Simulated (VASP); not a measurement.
# BeAl3 (I4/mmm) in VASP: notebook

BeAl3 is run at these levels: LDA, r2SCAN; tasks: single point.

Everything below comes from runs of VASP 6.6.1. Logs are shortened: lines on timing, memory, paths and dates and some standing lists are left out, and cuts for length are marked.

### Step 1. The cell of the first run

The structure is tetragonal, space group I4/mmm (No. 139). Conventional cell: a = 3.884 Å, b = 3.884 Å, c = 7.704 Å, α = 90.00°, β = 90.00°, γ = 90.00°. Within 3.6 Å of Be (site symmetry 4/mmm) lie 12 Al at 2.74 to 2.75 Å. Within 3.6 Å of Al (site symmetry -4m2) lie 4 Be at 2.74 Å and 8 Al at 2.74 to 2.75 Å. Al (site symmetry 4/mmm) has 8 Al at 2.74 Å and 4 Be at 2.75 Å within 3.6 Å.

### Step 2. Single point, LDA

INCAR reads:

```
SYSTEM = BeAl3
PREC     = Accurate       ! precision mode
ENCUT    = 520            ! plane-wave cutoff, eV
EDIFF    = 1E-6           ! SCF threshold, eV
ISMEAR   = -1             ! smearing method
SIGMA    = 0.05           ! smearing width, eV
LREAL    = .False.        ! projectors in reciprocal space
LASPH    = .True.         ! aspherical terms in the spheres
NELM     = 60             ! most SCF steps
ALGO     = Normal         ! electronic algorithm
ISIF     = 2              ! what is computed and relaxed
LWAVE    = .False.        ! write WAVECAR
LCHARG   = .True.         ! write CHGCAR
GGA      = CA             ! functional
LELF     = .True.         ! ELF
LVHAR    = .True.       
NBANDS   = 14             ! bands
```

KPOINTS reads:

```
regular mesh
0
Gamma
  9 9 9
  0 0 0
```

POSCAR reads:

```
BeAl3
1.0
   -1.9421910000      1.9421910000      3.8518930000
    1.9421910000     -1.9421910000      3.8518930000
    1.9421910000      1.9421910000     -3.8518930000
Be Al
1 3
Direct
    0.0000000000      0.0000000000      0.0000000000
    0.7500000000      0.2500000000      0.5000000000
    0.2500000000      0.7500000000      0.5000000000
    0.5000000000      0.5000000000      0.0000000000
```

Potentials or basis: VASP PAW LDA potentials, release 64 (Be, Al).

Run with:

```
cat potpaw_LDA.64/Be/POTCAR potpaw_LDA.64/Al/POTCAR > POTCAR
mpirun -np 1 vasp_std > vasp.out
```

OUTCAR:

```text
SYSTEM = BeAl3
   PREC = Accurate
   ENCUT = 520
   EDIFF = 1E-6
   ISMEAR = -1
   LREAL = .False.
   LASPH = .True.
   NELM = 60
   ISIF = 2
   GGA = CA

 ion  position               nearest neighbor table
   1  0.000  0.000  0.000-   2 2.74   3 2.74   2 2.74   3 2.74   2 2.74   3 2.74   2 2.74   3 2.74
                             4 2.75   4 2.75   4 2.75   4 2.75
   2  0.750  0.250  0.500-   4 2.74   1 2.74   1 2.74   4 2.74   1 2.74   4 2.74   4 2.74   1 2.74
                             3 2.75   3 2.75   3 2.75   3 2.75
   3  0.250  0.750  0.500-   1 2.74   4 2.74   1 2.74   4 2.74   1 2.74   4 2.74   1 2.74   4 2.74
                             2 2.75   2 2.75   2 2.75   2 2.75
   4  0.500  0.500  0.000-   3 2.74   2 2.74   2 2.74   3 2.74   2 2.74   3 2.74   3 2.74   2 2.74
                             1 2.75   1 2.75   1 2.75   1 2.75

  LATTYP: Found a body centered tetragonal cell.
 ALAT       =     3.8843820000
 C/A-ratio  =     1.9832719851

  Lattice vectors:

 A1 = (  -1.9421910000,   1.9421910000,   3.8518930000)
 A2 = (   1.9421910000,  -1.9421910000,   3.8518930000)
 A3 = (   1.9421910000,   1.9421910000,  -3.8518930000)

Analysis of symmetry for initial positions (statically):
=====================================================================
 Subroutine PRICEL returns:
 Original cell was already a primitive cell.

 Routine SETGRP: Setting up the symmetry group for a
 body centered tetragonal supercell.

 Subroutine GETGRP returns: Found 16 space group operations
 (whereof 16 operations were pure point group operations)
 out of a pool of 16 trial point group operations.

The static configuration has the point symmetry D_4h.

Analysis of symmetry for dynamics (positions and initial velocities):
=====================================================================
 Subroutine PRICEL returns:
 Original cell was already a primitive cell.

 Routine SETGRP: Setting up the symmetry group for a
 body centered tetragonal supercell.

 Subroutine GETGRP returns: Found 16 space group operations
 (whereof 16 operations were pure point group operations)
 out of a pool of 16 trial point group operations.

The dynamic configuration has the point symmetry D_4h.

 Subroutine INISYM returns: Found 16 space group operations
 (whereof 16 operations are pure point group operations),
 and found     1 'primitive' translations

----------------------------------------------------------------------------------------

                                     Primitive cell

  volume of cell :      58.1190

  direct lattice vectors                    reciprocal lattice vectors
    -1.942191000  1.942191000  3.851893000     0.000000000  0.257441209  0.129806306
     1.942191000 -1.942191000  3.851893000     0.257441209  0.000000000  0.129806306
     1.942191000  1.942191000 -3.851893000     0.257441209  0.257441209  0.000000000

  length of vectors
     4.730886962  4.730886962  4.730886962     0.288315198  0.288315198  0.364076850

  position of ions in fractional coordinates (direct lattice)
     0.000000000  0.000000000  0.000000000
     0.750000000  0.250000000  0.500000000
     0.250000000  0.750000000  0.500000000
     0.500000000  0.500000000  0.000000000

  ion indices of the primitive-cell ions
   primitive index   ion index
                 1           1
                 2           2
                 3           3
                 4           4

----------------------------------------------------------------------------------------

 KPOINTS: regular mesh

Automatic generation of k-mesh.
 Grid dimensions read from file:
 generate k-points for:    9    9    9

 Generating k-lattice:

  Cartesian coordinates                     Fractional coordinates (reciprocal lattice)
     0.000000000  0.028604579  0.014422923     0.111111111 -0.000000000  0.000000000
     0.028604579  0.000000000  0.014422923    -0.000000000  0.111111111  0.000000000
     0.028604579  0.028604579  0.000000000     0.000000000  0.000000000  0.111111111

  Length of vectors
     0.032035022  0.032035022  0.040452983

  Shift w.r.t. Gamma in fractional coordinates (k-lattice)
     0.000000000  0.000000000  0.000000000

 Subroutine IBZKPT returns following result:
 ===========================================

 Found     75 irreducible k-points:

 Following reciprocal coordinates:
            Coordinates               Weight
  0.000000  0.000000  0.000000      1.000000
  0.111111 -0.000000  0.000000      8.000000
  0.222222 -0.000000  0.000000      8.000000
  0.333333 -0.000000  0.000000      8.000000
  0.444444 -0.000000  0.000000      8.000000
  0.111111  0.111111  0.000000      8.000000
[... 16 lines left out ...]
 -0.333333  0.333333  0.000000      4.000000
  0.444444  0.444444  0.000000      8.000000
 [... further k-points ...]
   k-points           NKPTS =     75   k-points in BZ     NKDIM =     75   number of bands    NBANDS=     14
   number of dos      NEDOS =    301   number of ions     NIONS =      4
   total plane-waves  NPLWV =  46656
   dimension x,y,z NGX =    36 NGY =   36 NGZ =   36
   dimension x,y,z NGXF=    72 NGYF=   72 NGZF=   72
   ions per type =               1   3
   NGX,Y,Z   is equivalent  to a cutoff of  12.65, 12.65, 12.65 a.u.
   NGXF,Y,Z  is equivalent  to a cutoff of  25.30, 25.30, 25.30 a.u.
 SYSTEM =  BeAl3
   PREC   = accura    normal or accurate (medium, high low for compatibility)
   ISTART =      0    job   : 0-new  1-cont  2-samecut
   ICHARG =      2    charge: 1-file 2-atom 10-const
   ISPIN  =      1    spin polarized calculation?
   LNONCOLLINEAR =      F non collinear calculations
   LSORBIT =      F    spin-orbit coupling
   LASPH  =      T    aspherical Exc in radial PAW
   ENCUT  =  520.0 eV  38.22 Ry    6.18 a.u.   8.80  8.80  8.80*2*pi/ulx,y,z
   NELM   =     60;   NELMIN=  2; NELMDL= -5     # of ELM steps
   EDIFF  = 0.1E-05   stopping-criterion for ELM
   LREAL  =      F    real-space projection
   EDIFFG = 0.1E-04   stopping-criterion for IOM
   NSW    =      0    number of steps for IOM
   IBRION =     -1    ionic relax: 0-MD 1-quasi-New 2-CG
   NFREE  =      0    steps in history (QN), initial steepest desc. (CG)
   ISIF   =      2    stress and relaxation
   ISYM   =      2    0-nonsym 1-usesym 2-fastsym
   POTIM  = 0.5000    time-step for ionic-motion
   TEBEG  =    0.0;   TEEND  =   0.0 temperature during run
   PSTRESS=    0.0 pullay stress
   NELECT =      11.0000    total number of electrons
   NUPDOWN=      -1.0000    fix difference up-down
   EMIN   =  10.00;   EMAX   =-10.00  energy-range for DOS
   EFERMI =   0.00;   METHOD = LEGACY
   ISMEAR =    -1;   SIGMA  =   0.05  broadening in eV -4-tet -1-fermi 0-gaus
   EFERMI_NEDOS =   21; number of points for ismear=-14 and -15
   IALGO  =     38    algorithm
   IMIX   =      4    mixing-type and parameters
     AMIX     =   0.40;   BMIX     =  1.00
     AMIX_MAG =   1.60;   BMIX_MAG =  1.00
  volume/ion in A,a.u.               =      14.53        98.05
  Fermi-wavevector in a.u.,A,eV,Ry     =   0.939939  1.776227 12.020549  0.883485
  Thomas-Fermi vector in A             =   2.067301
   LORBIT       =      0    0 simple, 1 ext, 2 COOP (PROOUT), +10 PAW based schemes
   GGA     = CA    functional components
   LHFCALC =     F    Hartree Fock is set to
   AEXX    =    0.0000 exact exchange contribution
   IVDW    =     0    specifies the selected vdW correction
   LEPSILON=     F    determine dielectric tensor
   LRPA    =     F    only Hartree local field effects (RPA)
 non-spin polarized calculation
  energy-cutoff  :      520.00
  volume of cell :       58.12
 maximum number of plane-waves:      1578
   NGX = 17   NGY = 17   NGZ = 17

 number of electron      11.0000000 magnetization

 Free energy of the ion-electron system (eV)
  ---------------------------------------------------
  ext. energy  EPLUGINS =         0.00000000
  ---------------------------------------------------
  free energy    TOTEN  =       -16.10122940 eV

  energy without entropy =      -16.09009129  energy(sigma->0) =      -16.09566034

 E-fermi :   7.5261     XC(G=0): -10.3463

 val. band max:        7.5215683871   @ k =   0.1111  -0.0000   0.0000
 cond. band min:       7.5524080411   @ k =   0.1111   0.1111   0.1111
 fundamental gap:      0.0308396539
 Fermi energy:         7.5260914569

 k-point     1 :       0.0000    0.0000    0.0000
  band No.  band energies     occupation
      1      -3.5637      2.00000
      2       4.9426      2.00000
      3       6.9528      1.99998
      4       7.0678      1.99979
      5       7.0678      1.99979
      6       7.1501      1.99892
      7       7.1501      1.99892
      8       7.8189      0.00571
      9       8.6843      0.00000
     10       9.6831      0.00000
     11      10.3311      0.00000
     12      13.6193      0.00000
     13      13.6193      0.00000
     14      13.9904      0.00000

 k-point     2 :       0.1111   -0.0000    0.0000
  band No.  band energies     occupation
      1      -3.4182      2.00000
      2       4.6398      2.00000
      3       5.4413      2.00000
      4       6.4077      2.00000
      5       6.7385      2.00000
      6       7.5216      1.04520
      7       7.7559      0.01997
      8       8.4975      0.00000
      9       9.3369      0.00000
     10      10.5724      0.00000
     11      11.1814      0.00000
     12      11.9575      0.00000
     13      13.1640      0.00000
     14      15.8677      0.00000
[... 343 lines left out ...]
      1      -1.4869      2.00000
      2       3.4215      2.00000
      3       3.7250      2.00000
      4       4.0593      2.00000
      5       4.3662      2.00000
      6       4.9725      2.00000
      7       6.9409      1.99998
      8       9.0818      0.00000
      9      12.8834      0.00000
     10      14.3677      0.00000
     11      15.3381      0.00000
     12      15.5757      0.00000
     13      15.9109      0.00000
     14      15.9366      0.00000

 k-point    24 :       0.4444    0.4444    0.0000
  band No.  band energies     occupation
      1       1.0504      2.00000
      2       1.1877      2.00000
      3       1.9860      2.00000
      4       3.0071      2.00000
      5       4.1859      2.00000
      6       5.2599      2.00000
      7       8.8775      0.00000
      8       9.3212      0.00000
      9      11.6869      0.00000
     10      12.1266      0.00000
     11      16.2323      0.00000
     12      17.2528      0.00000
     13      18.0698      0.00000
     14      18.5132      0.00000

 [... further k-points ...]
[... 5 lines left out ...]
  --------------------------------------------------------------------------------------
  -------------------------------------------------------------------------------------
  Total       -1.1303350     -1.1303350     -0.9334253      0.0000000      0.0000000      0.0000000
  in kB      -31.1601600    -31.1601600    -25.7319137      0.0000000      0.0000000      0.0000000
  external PRESSURE =     -29.3507445 kB  Pullay stress =       0.0000000 kB

 VOLUME and BASIS-vectors are now :
 -----------------------------------------------------------------------------
  energy-cutoff  :      520.00
  volume of cell :       58.12
      direct lattice vectors                 reciprocal lattice vectors
    -1.942191000  1.942191000  3.851893000     0.000000000  0.257441209  0.129806306
     1.942191000 -1.942191000  3.851893000     0.257441209  0.000000000  0.129806306
     1.942191000  1.942191000 -3.851893000     0.257441209  0.257441209  0.000000000

 POSITION                                       TOTAL-FORCE (eV/Angst)
 -----------------------------------------------------------------------------------
      0.00000      0.00000      0.00000         0.000000     -0.000000     -0.000000
      0.00000      1.94219      1.92595        -0.000000      0.000000     -0.000000
      1.94219      0.00000      1.92595         0.000000      0.000000      0.000000
      0.00000      0.00000      3.85189         0.000000     -0.000000     -0.000000
 -----------------------------------------------------------------------------------
    total drift:                               -0.000000     -0.000000     -0.000000

  FREE ENERGIE OF THE ION-ELECTRON SYSTEM (eV)
  ---------------------------------------------------
  free  energy   TOTEN  =       -16.1012293986 eV

  energy  without entropy=      -16.0900912854  energy(sigma->0) =      -16.09566034
```

Run time: 45 s. Hardware: 1 thread of Intel Xeon Platinum 8488C (Sapphire Rapids), shared host; peak memory 0.19 GiB.

Results:

```
Free energy : -16.1012 eV
Pressure    : -2.9 GPa
```

Stress tensor (GPa, compression positive):
```
-3.12  0.00  0.00
 0.00 -3.12  0.00
 0.00  0.00 -2.57
```

### Step 3. Single point, r2SCAN

POSCAR is that of step 2.

INCAR.step1 reads:

```
PREC = Accurate ; ENCUT = 520
ISMEAR = -1 ; SIGMA = 0.05
LREAL = False ; LASPH = True
NELM = 100 ; NBANDS = 14
GGA = PE ; ALGO = Normal
EDIFF = 1E-4 ; LWAVE = True
LCHARG = False
```

INCAR.step2 reads:

```
PREC = Accurate ; ENCUT = 520
EDIFF = 1E-6 ; ISMEAR = -1
SIGMA = 0.05 ; LREAL = False
LASPH = True ; NELM = 100
ALGO = Normal ; ISIF = 2
LWAVE = False ; LCHARG = False
METAGGA = R2SCAN ; LMIXTAU = True
NBANDS = 14 ; ISTART = 1
```

KPOINTS reads:

```
Automatic mesh
0
Gamma
  9 9 9
```

Potentials or basis: VASP PAW PBE potentials, release 64 (Be, Al).

Run with:

```
cat potpaw_PBE.64/Be/POTCAR potpaw_PBE.64/Al/POTCAR > POTCAR
cp INCAR.step1 INCAR
mpirun -np 1 vasp_std > vasp.out
cp INCAR.step2 INCAR
mpirun -np 1 vasp_std > vasp.out
```

It took 2.4 min on 1 thread of Intel Xeon Platinum 8488C (Sapphire Rapids), shared host; peak memory 0.23 GiB.

Results (log left out):

* Free energy: -23.9414 eV
* Pressure: -1.7 GPa

Stress tensor (GPa, compression positive):
```
-1.86  0.00  0.00
 0.00 -1.86  0.00
 0.00  0.00 -1.23
```

Levels at points of the mesh, in eV from the Fermi level:
| k point | band 1 | band 2 | band 3 | band 4 | band 5 | band 6 | band 7 | band 8 | band 9 | band 10 |
| --- | --- | --- | --- | --- | --- | --- | --- | --- | --- | --- |
| (0.00, 0.00, 0.00) | -11.84 | -2.77 | -0.60 | -0.49 | -0.49 | -0.43 | -0.43 | 0.17 | 1.07 | 2.80 |

Caveat: the PAW data sets were made with another functional, which shifts forces and pressure a little.
